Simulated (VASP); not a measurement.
# Ti3H in VASP: single point with PBE

Aim: the single point of Ti3H with PBE.

All numbers are computed with VASP 6.6.1; they aren't measurements. Logs are shortened: lines on timing, memory, paths and dates and some standing lists are left out, and cuts for length are marked.

## (1) The cell of the first run

The cell holds a slab with vacuum, 4 atoms: a = 2.908 Å, b = 2.908 Å, c = 19.306 Å, α = 90.00°, β = 90.00°, γ = 90.00°.

## (2) Single point, PBE

The input, INCAR:

```
SYSTEM = Ti3H
  PREC = Accurate
  ENCUT = 520
  EDIFF = 1E-6
  ISMEAR = 0
  SIGMA = 0.1
  LREAL = .False.
  LASPH = .True.
  NELM = 80
  ALGO = Normal
  ISIF = 2
  LWAVE = .False.
  LCHARG = .True.
  LDIPOL = .True.
  IDIPOL = 3
  DIPOL = 0.5 0.5 0.346
  GGA = PE
  LELF = .True.
  LVHAR = .True.
  LVACPOTAV = .True.
  NBANDS = 26
```

The input, KPOINTS:

```
regular mesh
0
Gamma
  9 9 1
  0 0 0
```

The input, POSCAR:

```
Ti3H
1.0
    2.9075446922      0.0000000000      0.0000000000
    0.0000000000      2.9075446922      0.0000000000
    0.0000000000      0.0000000000     19.3059825228
Ti H
3 1
Direct
    0.5000000000      0.5000000000      0.2071896623
    0.0000000000      0.0000000000      0.3057583538
    0.5000000000      0.5000000000      0.4043297208
    0.5000000000      1.0000000000      0.4681804889
```

Potentials or basis: VASP PAW PBE potentials, release 64 (Ti_sv, H).

The run is started by

```bash
> cat potpaw_PBE.64/Ti_sv/POTCAR potpaw_PBE.64/H/POTCAR > POTCAR
> mpirun -np 1 vasp_std > vasp.out
```

OUTCAR:

```text
SYSTEM = Ti3H
   PREC = Accurate
   ENCUT = 520
   EDIFF = 1E-6
   ISMEAR = 0
   LREAL = .False.
   LASPH = .True.
   NELM = 80
   ISIF = 2
   GGA = PE

 ion  position               nearest neighbor table
   1  0.500  0.500  0.207-   2 2.80   2 2.80   2 2.80   2 2.80
   2  0.000  0.000  0.306-   1 2.80   1 2.80   1 2.80   1 2.80   3 2.80   3 2.80   3 2.80   3 2.80

   3  0.500  0.500  0.404-   2 2.80   2 2.80   2 2.80   2 2.80
   4  0.500  0.000  0.468-

  LATTYP: Found a simple tetragonal cell.
 ALAT       =     2.9075446922
 C/A-ratio  =     6.6399607114

  Lattice vectors:

 A1 = (   2.9075446922,   0.0000000000,   0.0000000000)
 A2 = (   0.0000000000,   2.9075446922,   0.0000000000)
 A3 = (   0.0000000000,   0.0000000000,  19.3059825228)

Analysis of symmetry for initial positions (statically):
=====================================================================
 Subroutine PRICEL returns:
 Original cell was already a primitive cell.

 Routine SETGRP: Setting up the symmetry group for a
 simple tetragonal supercell.

 Subroutine GETGRP returns: Found  4 space group operations
 (whereof  4 operations were pure point group operations)
 out of a pool of 16 trial point group operations.

The static configuration has the point symmetry C_2v.

Analysis of symmetry for dynamics (positions and initial velocities):
=====================================================================
 Subroutine PRICEL returns:
 Original cell was already a primitive cell.

 Routine SETGRP: Setting up the symmetry group for a
 simple tetragonal supercell.

 Subroutine GETGRP returns: Found  4 space group operations
 (whereof  4 operations were pure point group operations)
 out of a pool of 16 trial point group operations.

The dynamic configuration has the point symmetry C_2v.

 Subroutine INISYM returns: Found  4 space group operations
 (whereof  4 operations are pure point group operations),
 and found     1 'primitive' translations

----------------------------------------------------------------------------------------

                                     Primitive cell

  volume of cell :     163.2092

  direct lattice vectors                    reciprocal lattice vectors
     2.907544692  0.000000000  0.000000000     0.343932804  0.000000000  0.000000000
     0.000000000  2.907544692  0.000000000     0.000000000  0.343932804  0.000000000
     0.000000000  0.000000000 19.305982523     0.000000000  0.000000000  0.051797416

  length of vectors
     2.907544692  2.907544692 19.305982523     0.343932804  0.343932804  0.051797416

  position of ions in fractional coordinates (direct lattice)
     0.500000000  0.500000000  0.207189662
     0.000000000  0.000000000  0.305758354
     0.500000000  0.500000000  0.404329721
     0.500000000  0.000000000  0.468180489

  ion indices of the primitive-cell ions
   primitive index   ion index
                 1           1
                 2           2
                 3           3
                 4           4

----------------------------------------------------------------------------------------

 KPOINTS: regular mesh

Automatic generation of k-mesh.
 Grid dimensions read from file:
 generate k-points for:    9    9    1

 Generating k-lattice:

  Cartesian coordinates                     Fractional coordinates (reciprocal lattice)
     0.038214756  0.000000000  0.000000000     0.111111111  0.000000000  0.000000000
     0.000000000  0.038214756  0.000000000     0.000000000  0.111111111  0.000000000
     0.000000000  0.000000000  0.051797416     0.000000000  0.000000000  1.000000000

  Length of vectors
     0.038214756  0.038214756  0.051797416

  Shift w.r.t. Gamma in fractional coordinates (k-lattice)
     0.000000000  0.000000000  0.000000000

 Subroutine IBZKPT returns following result:
 ===========================================

 Found     25 irreducible k-points:

 Following reciprocal coordinates:
            Coordinates               Weight
  0.000000  0.000000  0.000000      1.000000
  0.111111  0.000000  0.000000      2.000000
  0.000000  0.111111  0.000000      2.000000
  0.222222  0.000000  0.000000      2.000000
  0.000000  0.222222  0.000000      2.000000
  0.333333  0.000000  0.000000      2.000000
[... 16 lines left out ...]
  0.444444  0.333333  0.000000      4.000000
 -0.333333  0.444444  0.000000      4.000000
   k-points           NKPTS =     25   k-points in BZ     NKDIM =     25   number of bands    NBANDS=     26
   number of dos      NEDOS =    301   number of ions     NIONS =      4
   total plane-waves  NPLWV =  82944
   dimension x,y,z NGX =    24 NGY =   24 NGZ =  144
   dimension x,y,z NGXF=    48 NGYF=   48 NGZF=  288
   ions per type =               3   1
   NGX,Y,Z   is equivalent  to a cutoff of  13.72, 13.72, 12.40 a.u.
   NGXF,Y,Z  is equivalent  to a cutoff of  27.45, 27.45, 24.80 a.u.
 SYSTEM =  Ti3H
   PREC   = accura    normal or accurate (medium, high low for compatibility)
   ISTART =      0    job   : 0-new  1-cont  2-samecut
   ICHARG =      2    charge: 1-file 2-atom 10-const
   ISPIN  =      1    spin polarized calculation?
   LNONCOLLINEAR =      F non collinear calculations
   LSORBIT =      F    spin-orbit coupling
   LASPH  =      T    aspherical Exc in radial PAW
   ENCUT  =  520.0 eV  38.22 Ry    6.18 a.u.   5.41  5.41 35.90*2*pi/ulx,y,z
   NELM   =     80;   NELMIN=  2; NELMDL= -5     # of ELM steps
   EDIFF  = 0.1E-05   stopping-criterion for ELM
   LREAL  =      F    real-space projection
   EDIFFG = 0.1E-04   stopping-criterion for IOM
   NSW    =      0    number of steps for IOM
   IBRION =     -1    ionic relax: 0-MD 1-quasi-New 2-CG
   NFREE  =      0    steps in history (QN), initial steepest desc. (CG)
   ISIF   =      2    stress and relaxation
   ISYM   =      2    0-nonsym 1-usesym 2-fastsym
   POTIM  = 0.5000    time-step for ionic-motion
   TEBEG  =    0.0;   TEEND  =   0.0 temperature during run
   PSTRESS=    0.0 pullay stress
   NELECT =      37.0000    total number of electrons
   NUPDOWN=      -1.0000    fix difference up-down
   EMIN   =  10.00;   EMAX   =-10.00  energy-range for DOS
   EFERMI =   0.00;   METHOD = LEGACY
   ISMEAR =     0;   SIGMA  =   0.10  broadening in eV -4-tet -1-fermi 0-gaus
   EFERMI_NEDOS =   21; number of points for ismear=-14 and -15
   IALGO  =     38    algorithm
   IMIX   =      4    mixing-type and parameters
     AMIX     =   0.40;   BMIX     =  1.00
     AMIX_MAG =   1.60;   BMIX_MAG =  1.00
  volume/ion in A,a.u.               =      40.80       275.35
  Fermi-wavevector in a.u.,A,eV,Ry     =   0.998222  1.886366 13.557489  0.996447
  Thomas-Fermi vector in A             =   2.130431
   LORBIT       =      0    0 simple, 1 ext, 2 COOP (PROOUT), +10 PAW based schemes
   GGA     = PE    functional components
   LHFCALC =     F    Hartree Fock is set to
   AEXX    =    0.0000 exact exchange contribution
   IVDW    =     0    specifies the selected vdW correction
   LEPSILON=     F    determine dielectric tensor
   LRPA    =     F    only Hartree local field effects (RPA)
 non-spin polarized calculation
 Gauss-broadening in eV      SIGMA  =   0.10
  energy-cutoff  :      520.00
  volume of cell :      163.21
 maximum number of plane-waves:      4439
 NGX is ok and might be reduce to    24
   NGX = 11   NGY = 11   NGZ = 71

 dipolmoment           0.000000      0.000000     -0.145409 electrons x Angstroem

 number of electron      37.0000013 magnetization

 dipolmoment           0.000000      0.000000      0.068380 electrons x Angstroem

 Free energy of the ion-electron system (eV)
  ---------------------------------------------------
  ext. energy  EPLUGINS =         0.00000000
  ---------------------------------------------------
  free energy    TOTEN  =       -25.43432864 eV

  energy without entropy =      -25.39791192  energy(sigma->0) =      -25.41612028

 E-fermi :  -0.2732     XC(G=0):  -4.7831

 val. band max:       -0.2792485540   @ k =   0.3333   0.0000   0.0000
 cond. band min:      -0.2640824359   @ k =   0.4444   0.0000   0.0000
 fundamental gap:      0.0151661181
 Fermi energy:        -0.2731556575

 k-point     1 :       0.0000    0.0000    0.0000
  band No.  band energies     occupation
      1     -57.1089      2.00000
      2     -57.0770      2.00000
      3     -56.6436      2.00000
      4     -33.5420      2.00000
      5     -33.4039      2.00000
      6     -33.1659      2.00000
[... 18 lines left out ...]
     25       2.1368      0.00000
     26       2.2079      0.00000

 k-point     2 :       0.1111    0.0000    0.0000
  band No.  band energies     occupation
      1     -57.1028      2.00000
      2     -57.0717      2.00000
      3     -56.6406      2.00000
      4     -33.5327      2.00000
      5     -33.4112      2.00000
      6     -33.2055      2.00000
[... 18 lines left out ...]
     25       1.6756      0.00000
     26       2.1888      0.00000

 k-point     3 :       0.0000    0.1111    0.0000
  band No.  band energies     occupation
      1     -57.1028      2.00000
      2     -57.0716      2.00000
      3     -56.6406      2.00000
      4     -33.5322      2.00000
      5     -33.4101      2.00000
      6     -33.2061      2.00000
[... 18 lines left out ...]
     25       1.5876      0.00000
     26       2.1996      0.00000

 k-point     4 :       0.2222    0.0000    0.0000
  band No.  band energies     occupation
      1     -57.0874      2.00000
      2     -57.0582      2.00000
      3     -56.6333      2.00000
      4     -33.5182      2.00000
      5     -33.4317      2.00000
      6     -33.3120      2.00000
[... 18 lines left out ...]
     25       1.5335      0.00000
     26       1.9934      0.00000

 k-point     5 :       0.0000    0.2222    0.0000
  band No.  band energies     occupation
      1     -57.0873      2.00000
      2     -57.0578      2.00000
      3     -56.6334      2.00000
      4     -33.5157      2.00000
      5     -33.4305      2.00000
      6     -33.3074      2.00000
[... 18 lines left out ...]
     25       1.5963      0.00000
     26       1.9934      0.00000

 k-point     6 :       0.3333    0.0000    0.0000
  band No.  band energies     occupation
      1     -57.0702      2.00000
      2     -57.0423      2.00000
      3     -56.6250      2.00000
      4     -33.5347      2.00000
      5     -33.4811      2.00000
      6     -33.3957      2.00000
[... 427 lines left out ...]
 k-point    21 :      -0.2222    0.4444    0.0000
  band No.  band energies     occupation
      1     -57.0426      2.00000
      2     -57.0140      2.00000
      3     -56.6034      2.00000
      4     -33.5180      2.00000
      5     -33.4957      2.00000
      6     -33.4640      2.00000
[... 18 lines left out ...]
     25       2.1776      0.00000
     26       2.2328      0.00000

 k-point    22 :       0.3333    0.3333    0.0000
  band No.  band energies     occupation
      1     -57.0385      2.00000
      2     -57.0101      2.00000
      3     -56.5978      2.00000
      4     -33.4695      2.00000
      5     -33.4379      2.00000
      6     -33.3974      2.00000
[... 18 lines left out ...]
     25       1.9847      0.00000
     26       2.6459      0.00000

 k-point    23 :       0.4444    0.3333    0.0000
  band No.  band energies     occupation
      1     -57.0293      2.00000
      2     -57.0008      2.00000
      3     -56.5897      2.00000
      4     -33.4935      2.00000
      5     -33.4817      2.00000
      6     -33.4349      2.00000
[... 18 lines left out ...]
     25       2.2648      0.00000
     26       2.8483      0.00000

 k-point    24 :      -0.3333    0.4444    0.0000
  band No.  band energies     occupation
      1     -57.0292      2.00000
      2     -57.0006      2.00000
      3     -56.5898      2.00000
      4     -33.5041      2.00000
      5     -33.4703      2.00000
      6     -33.4489      2.00000
[... 18 lines left out ...]
     25       2.3515      0.00000
     26       2.7489      0.00000

 [... further k-points ...]

------------------------ aborting loop because EDIFF is reached ----------------------------------------

  FORCE on cell =-STRESS in cart. coord.  units (eV):
  Direction    XX          YY          ZZ          XY          YZ          ZX
  --------------------------------------------------------------------------------------
  -------------------------------------------------------------------------------------
  Total       -1.0621985     -0.9387922      1.4344083      0.0000000      0.0000000      0.0000000
  in kB      -10.4272922     -9.2158493     14.0811674      0.0000000      0.0000000      0.0000000
  external PRESSURE =      -1.8539914 kB  Pullay stress =       0.0000000 kB

 VOLUME and BASIS-vectors are now :
 -----------------------------------------------------------------------------
  energy-cutoff  :      520.00
  volume of cell :      163.21
      direct lattice vectors                 reciprocal lattice vectors
     2.907544692  0.000000000  0.000000000     0.343932804  0.000000000  0.000000000
     0.000000000  2.907544692  0.000000000     0.000000000  0.343932804  0.000000000
     0.000000000  0.000000000 19.305982523     0.000000000  0.000000000  0.051797416

 POSITION                                       TOTAL-FORCE (eV/Angst)
 -----------------------------------------------------------------------------------
      1.45377      1.45377      4.00000         0.000000      0.000000      0.011534
      0.00000      0.00000      5.90297         0.000000      0.000000     -0.799855
      1.45377      1.45377      7.80598         0.000000      0.000000      0.801703
      1.45377      0.00000      9.03868         0.000000      0.000000     -0.013382
 -----------------------------------------------------------------------------------
    total drift:                                0.000000     -0.000000     -0.000577

  FREE ENERGIE OF THE ION-ELECTRON SYSTEM (eV)
  ---------------------------------------------------
  free  energy   TOTEN  =       -25.4343286352 eV

  energy  without entropy=      -25.3979119153  energy(sigma->0) =      -25.41612028

 vacuum level on the upper side and lower side of the slab         4.935         3.468
```

Wall time 86 s (1 thread of Intel Xeon 6975P-C (Granite Rapids), shared host); peak memory 0.3 GiB.

What came out:

```
Free energy   : -25.4343 eV
Largest force : 0.802 eV/Å
```

Forces on the atoms (eV/Å):
```
Ti   0.000  0.000  0.012
Ti   0.000  0.000 -0.800
Ti   0.000  0.000  0.802
H    0.000  0.000 -0.013
```
